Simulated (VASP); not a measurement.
# V (Im-3m) in VASP: settings compared

The runs below take V through single point, with LDA+U, PBE+U.

Everything below comes from runs of VASP 6.6.1. Logs are shortened: lines on timing, memory, paths and dates and some standing lists are left out, and cuts for length are marked.

## Step 1: The cell of the first run

Symmetry: Im-3m, No. 229, cubic system. Conventional cell: a = 3.026 Å, b = 3.026 Å, c = 3.026 Å, α = 90.00°, β = 90.00°, γ = 90.00°. Within 3.5 Å of V (site symmetry m-3m) lie 14 V at 2.62 to 3.03 Å.

## Step 2: Single point, LDA+U, collinear spin, ferromagnetic start

INCAR

```
SYSTEM = V
PREC = Accurate ; ENCUT = 500
EDIFF = 1E-6 ; ISMEAR = 0
SIGMA = 0.064 ; LREAL = .FALSE.
LASPH = .TRUE. ; NELM = 200
ALGO = Normal ; ISIF = 2
LWAVE = .FALSE. ; LCHARG = .FALSE.
ISPIN = 2 ; MAGMOM = 0.51
LORBIT = 11 ; LMAXMIX = 4
LDAU = .TRUE. ; LDAUTYPE = 2
LDAUL = 2 ; LDAUU = 1.9
LDAUJ = 0 ; LDAUPRINT = 1
NBANDS = 16 ; ISYM = 0
GGA_COMPAT = .FALSE.
```

KPOINTS

```
Automatic mesh
0
G
  2 1 5
  0 0 0
```

POSCAR

```
V
1.0
   -1.5130000000      1.5130000000      1.5130000000
    1.5130000000     -1.5130000000      1.5130000000
    1.5130000000      1.5130000000     -1.5130000000
V
1
Direct
    0.0000000000      0.0000000000      0.0000000000
```

Potentials or basis: VASP PAW LDA potentials, release 64 (V_sv).

Command:

```sh
> cat potpaw_LDA.64/V_sv/POTCAR > POTCAR
> mpirun -np 1 vasp_std > vasp.out
```

OUTCAR:

```text
SYSTEM = V
   PREC = Accurate
   ENCUT = 500
   EDIFF = 1E-6
   ISMEAR = 0
   LREAL = .FALSE.
   LASPH = .TRUE.
   NELM = 200
   ISIF = 2
   ISPIN = 2
   LORBIT = 11
   ISYM = 0

 ion  position               nearest neighbor table
   1  0.000  0.000  0.000-

IMPORTANT INFORMATION: All symmetrisations will be switched off!
NOSYMM: (Re-)initialisation of all symmetry stuff for point group C_1.

----------------------------------------------------------------------------------------

                                     Primitive cell

  volume of cell :      13.8541

  direct lattice vectors                    reciprocal lattice vectors
    -1.513000000  1.513000000  1.513000000     0.000000000  0.330469266  0.330469266
     1.513000000 -1.513000000  1.513000000     0.330469266  0.000000000  0.330469266
     1.513000000  1.513000000 -1.513000000     0.330469266  0.330469266  0.000000000

  length of vectors
     2.620592872  2.620592872  2.620592872     0.467354118  0.467354118  0.467354118

  position of ions in fractional coordinates (direct lattice)
     0.000000000  0.000000000  0.000000000

  ion indices of the primitive-cell ions
   primitive index   ion index
                 1           1

----------------------------------------------------------------------------------------

 KPOINTS: Automatic mesh

Automatic generation of k-mesh.
 Grid dimensions read from file:
 generate k-points for:    2    1    5

 Generating k-lattice:

  Cartesian coordinates                     Fractional coordinates (reciprocal lattice)
     0.000000000  0.165234633  0.165234633     0.500000000  0.000000000  0.000000000
     0.330469266  0.000000000  0.330469266     0.000000000  1.000000000  0.000000000
     0.066093853  0.066093853  0.000000000     0.000000000  0.000000000  0.200000000

  Length of vectors
     0.233677059  0.467354118  0.093470824

  Shift w.r.t. Gamma in fractional coordinates (k-lattice)
     0.000000000  0.000000000  0.000000000

 -----------------------------------------------------------------------------
|                                                                             |
|           W    W    AA    RRRRR   N    N  II  N    N   GGGG   !!!           |
|           W    W   A  A   R    R  NN   N  II  NN   N  G    G  !!!           |
|           W    W  A    A  R    R  N N  N  II  N N  N  G       !!!           |
|           W WW W  AAAAAA  RRRRR   N  N N  II  N  N N  G  GGG   !            |
|           WW  WW  A    A  R   R   N   NN  II  N   NN  G    G                |
|           W    W  A    A  R    R  N    N  II  N    N   GGGG   !!!           |
|                                                                             |
|     Your reciprocal lattice and k-lattice belong to different lattice       |
|     classes:                                                                |
|                                                                             |
|        The reciprocal lattice is face-centered cubic,                       |
|        whereas your k-lattice is triclinic.                                 |
|                                                                             |
|     Results are often still useful ...                                      |
|                                                                             |
 -----------------------------------------------------------------------------

 WARNING: IBZKPT: internal override: KBLOWUP is changed to .FALSE.
      ... skipping the blow-up phase ...

 Subroutine IBZKPT returns following result:
 ===========================================

 Found      6 irreducible k-points:

 Following reciprocal coordinates:
            Coordinates               Weight
  0.000000  0.000000  0.000000      1.000000
  0.500000  0.000000  0.000000      1.000000
  0.000000  0.000000  0.200000      2.000000
  0.500000  0.000000  0.200000      2.000000
  0.000000  0.000000  0.400000      2.000000
  0.500000  0.000000  0.400000      2.000000
   k-points           NKPTS =      6   k-points in BZ     NKDIM =      6   number of bands    NBANDS=     16
   number of dos      NEDOS =    301   number of ions     NIONS =      1
   total plane-waves  NPLWV =   8000
   dimension x,y,z NGX =    20 NGY =   20 NGZ =   20
   dimension x,y,z NGXF=    40 NGYF=   40 NGZF=   40
   ions per type =               1
   NGX,Y,Z   is equivalent  to a cutoff of  12.69, 12.69, 12.69 a.u.
   NGXF,Y,Z  is equivalent  to a cutoff of  25.38, 25.38, 25.38 a.u.
 SYSTEM =  V
   PREC   = accura    normal or accurate (medium, high low for compatibility)
   ISTART =      0    job   : 0-new  1-cont  2-samecut
   ICHARG =      2    charge: 1-file 2-atom 10-const
   ISPIN  =      2    spin polarized calculation?
   LNONCOLLINEAR =      F non collinear calculations
   LSORBIT =      F    spin-orbit coupling
   LASPH  =      T    aspherical Exc in radial PAW
   ENCUT  =  500.0 eV  36.75 Ry    6.06 a.u.   4.78  4.78  4.78*2*pi/ulx,y,z
   NELM   =    200;   NELMIN=  2; NELMDL= -5     # of ELM steps
   EDIFF  = 0.1E-05   stopping-criterion for ELM
   LREAL  =      F    real-space projection
   EDIFFG = 0.1E-04   stopping-criterion for IOM
   NSW    =      0    number of steps for IOM
   IBRION =     -1    ionic relax: 0-MD 1-quasi-New 2-CG
   NFREE  =      0    steps in history (QN), initial steepest desc. (CG)
   ISIF   =      2    stress and relaxation
   ISYM   =      0    0-nonsym 1-usesym 2-fastsym
   POTIM  = 0.5000    time-step for ionic-motion
   TEBEG  =    0.0;   TEEND  =   0.0 temperature during run
   PSTRESS=    0.0 pullay stress
   NELECT =      13.0000    total number of electrons
   NUPDOWN=      -1.0000    fix difference up-down
   EMIN   =  10.00;   EMAX   =-10.00  energy-range for DOS
   EFERMI =   0.00;   METHOD = LEGACY
   ISMEAR =     0;   SIGMA  =   0.06  broadening in eV -4-tet -1-fermi 0-gaus
   EFERMI_NEDOS =   21; number of points for ismear=-14 and -15
   IALGO  =     38    algorithm
   IMIX   =      4    mixing-type and parameters
     AMIX     =   0.40;   BMIX     =  1.00
     AMIX_MAG =   1.60;   BMIX_MAG =  1.00
  volume/ion in A,a.u.               =      13.85        93.49
  Fermi-wavevector in a.u.,A,eV,Ry     =   1.602742  3.028744 34.950411  2.568783
  Thomas-Fermi vector in A             =   2.699515
   LORBIT       =     11    0 simple, 1 ext, 2 COOP (PROOUT), +10 PAW based schemes
 LDA+U is selected, type is set to LDAUTYPE =  2
   angular momentum for each species LDAUL =     2
   U (eV)           for each species LDAUU =   1.9
   J (eV)           for each species LDAUJ =   0.0
   GGA     = CA    functional components
   LHFCALC =     F    Hartree Fock is set to
   AEXX    =    0.0000 exact exchange contribution
   IVDW    =     0    specifies the selected vdW correction
   LEPSILON=     F    determine dielectric tensor
   LRPA    =     F    only Hartree local field effects (RPA)
 spin polarized calculation
 Gauss-broadening in eV      SIGMA  =   0.06
  energy-cutoff  :      500.00
  volume of cell :       13.85
 maximum number of plane-waves:       369
 NGX is ok and might be reduce to    20
   NGX =  9   NGY =  9   NGZ =  9

atom =   1  type =  1  l = 2

 onsite density matrix

spin component  1

  0.5963  0.1090 -0.1891 -0.1300  0.0082
  0.1090  0.4773  0.0550 -0.2227 -0.1028
 -0.1891  0.0550  0.1272 -0.0428 -0.0068
 -0.1300 -0.2227 -0.0428  0.4675 -0.0986
  0.0082 -0.1028 -0.0068 -0.0986  0.1096

spin component  2

  0.2957  0.1628 -0.0664 -0.1465 -0.0144
  0.1628  0.4039  0.0284 -0.1902 -0.0918
 -0.0664  0.0284  0.0713 -0.0398  0.0091
 -0.1465 -0.1902 -0.0398  0.4025 -0.0886
 -0.0144 -0.0918  0.0091 -0.0886  0.0966

 occupancies and eigenvectors

  o =  0.0143  v =  0.0000  0.0000  0.0000  0.0000  0.0000 -0.0027  0.3865 -0.0697  0.3730  0.8406      0.0000  0.0000  0.0000  0.0000  0.0000  0.0000  0.0000  0.0000  0.0000  0.0000
  o =  0.0208  v =  0.0319  0.3605  0.0785  0.3833  0.8461  0.0000  0.0000  0.0000  0.0000  0.0000      0.0000  0.0000  0.0000  0.0000  0.0000  0.0000  0.0000  0.0000  0.0000  0.0000
  o =  0.0277  v =  0.0000  0.0000  0.0000  0.0000  0.0000 -0.4088  0.1319 -0.8799 -0.1975 -0.0473      0.0000  0.0000  0.0000  0.0000  0.0000  0.0000  0.0000  0.0000  0.0000  0.0000
  o =  0.0372  v =  0.3637 -0.1710  0.9081  0.0959 -0.0686  0.0000  0.0000  0.0000  0.0000  0.0000      0.0000  0.0000  0.0000  0.0000  0.0000  0.0000  0.0000  0.0000  0.0000  0.0000
  o =  0.2190  v =  0.0000  0.0000  0.0000  0.0000  0.0000 -0.7663  0.4254  0.4531 -0.1234 -0.1058      0.0000  0.0000  0.0000  0.0000  0.0000  0.0000  0.0000  0.0000  0.0000  0.0000
  o =  0.2994  v =  0.0000  0.0000  0.0000  0.0000  0.0000  0.1702  0.4965 -0.1233  0.6555 -0.5288      0.0000  0.0000  0.0000  0.0000  0.0000  0.0000  0.0000  0.0000  0.0000  0.0000
  o =  0.3365  v =  0.0729  0.5663 -0.0288  0.6293 -0.5265  0.0000  0.0000  0.0000  0.0000  0.0000      0.0000  0.0000  0.0000  0.0000  0.0000  0.0000  0.0000  0.0000  0.0000  0.0000
  o =  0.5559  v =  0.6736 -0.4888 -0.3986  0.3824  0.0465  0.0000  0.0000  0.0000  0.0000  0.0000      0.0000  0.0000  0.0000  0.0000  0.0000  0.0000  0.0000  0.0000  0.0000  0.0000
  o =  0.7095  v =  0.0000  0.0000  0.0000  0.0000  0.0000 -0.4655 -0.6369 -0.0180  0.6140  0.0174      0.0000  0.0000  0.0000  0.0000  0.0000  0.0000  0.0000  0.0000  0.0000  0.0000
  o =  0.8276  v = -0.6385 -0.5303  0.0973  0.5491 -0.0078  0.0000  0.0000  0.0000  0.0000  0.0000      0.0000  0.0000  0.0000  0.0000  0.0000  0.0000  0.0000  0.0000  0.0000  0.0000

 number of electron      12.9999995 magnetization       0.7997882

 Free energy of the ion-electron system (eV)
  ---------------------------------------------------
  ext. energy  EPLUGINS =         0.00000000
  ---------------------------------------------------
  free energy    TOTEN  =        -8.80176110 eV

  energy without entropy =       -8.79726620  energy(sigma->0) =       -8.79951365

 E-fermi :   9.6210     XC(G=0): -13.0320

 val. band max:        9.5606704450   @ k =   0.0000   0.0000   0.4000
 cond. band min:       9.6393229046   @ k =   0.0000   0.0000   0.0000
 fundamental gap:      0.0786524595
 Fermi energy:         9.6209889828

 spin component 1

 k-point     1 :       0.0000    0.0000    0.0000
  band No.  band energies     occupation
      1     -53.9717      1.00000
      2     -27.9338      1.00000
      3     -27.7792      1.00000
      4     -27.4388      1.00000
      5       2.4609      1.00000
      6       9.0782      1.00000
[... 8 lines left out ...]
     15      36.4114      0.00000
     16      39.7657      0.00000

 k-point     2 :       0.5000    0.0000    0.0000
  band No.  band energies     occupation
      1     -53.7825      1.00000
      2     -28.6668      1.00000
      3     -28.1033      1.00000
      4     -27.5139      1.00000
      5       5.9459      1.00000
      6       7.7391      1.00000
[... 8 lines left out ...]
     15      35.3154      0.00000
     16      37.4490      0.00000
[... 44 lines left out ...]
      4     -27.4818      1.00000
      5       5.6952      1.00000
      6       7.9267      1.00000
[... 8 lines left out ...]
     15      34.9586      0.00000
     16      37.9082      0.00000

 k-point     6 :       0.5000    0.0000    0.4000
  band No.  band energies     occupation
      1     -53.7822      1.00000
      2     -28.6456      1.00000
      3     -28.1189      1.00000
      4     -27.5247      1.00000
      5       6.2440      1.00000
      6       7.8381      1.00000
[... 8 lines left out ...]
     15      36.4276      0.00000
     16      37.0878      0.00000
 Fermi energy:         9.6209889828

 spin component 2

 k-point     1 :       0.0000    0.0000    0.0000
  band No.  band energies     occupation
      1     -53.4780      1.00000
      2     -27.3344      1.00000
      3     -27.3031      1.00000
      4     -27.0516      1.00000
      5       2.9808      1.00000
      6       9.8302      0.00000
[... 8 lines left out ...]
     15      36.9479      0.00000
     16      40.4544      0.00000

 k-point     2 :       0.5000    0.0000    0.0000
  band No.  band energies     occupation
      1     -53.2890      1.00000
      2     -28.1760      1.00000
      3     -27.5011      1.00000
      4     -27.1442      1.00000
      5       6.5818      1.00000
      6       8.5654      1.00000
[... 8 lines left out ...]
     15      35.8727      0.00000
     16      37.9365      0.00000
[... 45 lines left out ...]
      5       6.5721      1.00000
      6       8.5337      1.00000
[... 8 lines left out ...]
     15      35.6205      0.00000
     16      38.5764      0.00000

 k-point     6 :       0.5000    0.0000    0.4000
  band No.  band energies     occupation
      1     -53.2895      1.00000
      2     -28.1081      1.00000
      3     -27.5560      1.00000
      4     -27.1580      1.00000
      5       6.7516      1.00000
      6       8.5517      1.00000
[... 8 lines left out ...]
     15      36.9895      0.00000
     16      37.6076      0.00000

------------------------ aborting loop because EDIFF is reached ----------------------------------------

  FORCE on cell =-STRESS in cart. coord.  units (eV):
  Direction    XX          YY          ZZ          XY          YZ          ZX
  --------------------------------------------------------------------------------------
  -------------------------------------------------------------------------------------
  Total        0.2507687      0.1909155      0.5304797      5.9681917      2.4583263     -2.3146244
  in kB       29.0006061     22.0787767     61.3483097    690.2025667    284.2976905   -267.6790170
  external PRESSURE =      37.4758975 kB  Pullay stress =       0.0000000 kB

 VOLUME and BASIS-vectors are now :
 -----------------------------------------------------------------------------
  energy-cutoff  :      500.00
  volume of cell :       13.85
      direct lattice vectors                 reciprocal lattice vectors
    -1.513000000  1.513000000  1.513000000     0.000000000  0.330469266  0.330469266
     1.513000000 -1.513000000  1.513000000     0.330469266  0.000000000  0.330469266
     1.513000000  1.513000000 -1.513000000     0.330469266  0.330469266  0.000000000

 POSITION                                       TOTAL-FORCE (eV/Angst)
 -----------------------------------------------------------------------------------
      0.00000      0.00000      0.00000        -0.000000     -0.000000      0.000000
 -----------------------------------------------------------------------------------
    total drift:                               -0.000000     -0.000000      0.000000

  FREE ENERGIE OF THE ION-ELECTRON SYSTEM (eV)
  ---------------------------------------------------
  free  energy   TOTEN  =        -8.8017611023 eV

  energy  without entropy=       -8.7972661955  energy(sigma->0) =       -8.79951365

 total charge

# of ion       s       p       d       tot
------------------------------------------
    1        2.466   6.182   3.020  11.668

 magnetization (x)

# of ion       s       p       d       tot
------------------------------------------
    1        0.007   0.100   0.505   0.612
```

It took 4.3 s on 1 thread of AMD EPYC 7R13, shared host; peak memory 0.12 GiB.

What came out:

```yaml
Free_energy: -8.8018 eV
Pressure: 3.7 GPa
Net_moment: 0.80 μB per cell
Site_moments: V +0.61 μB
Valence_electrons_inside_the_program's_atomic_spheres: V 11.67
```

Eigenvalues of the final occupation matrices:
| site | spin | trace | eigenvalues |
| --- | --- | --- | --- |
| site 1 d | 1 | 1.78 | 0.02 0.04 0.34 0.56 0.83 |
| site 1 d | 2 | 1.27 | 0.01 0.03 0.22 0.30 0.71 |

Caveat: the k points lie up to 2.94 Å⁻¹ apart; the U is typed as a test and isn't derived for this compound. The state reached can hang on the start; a lower one may exist.

[end of part 1 of 2]
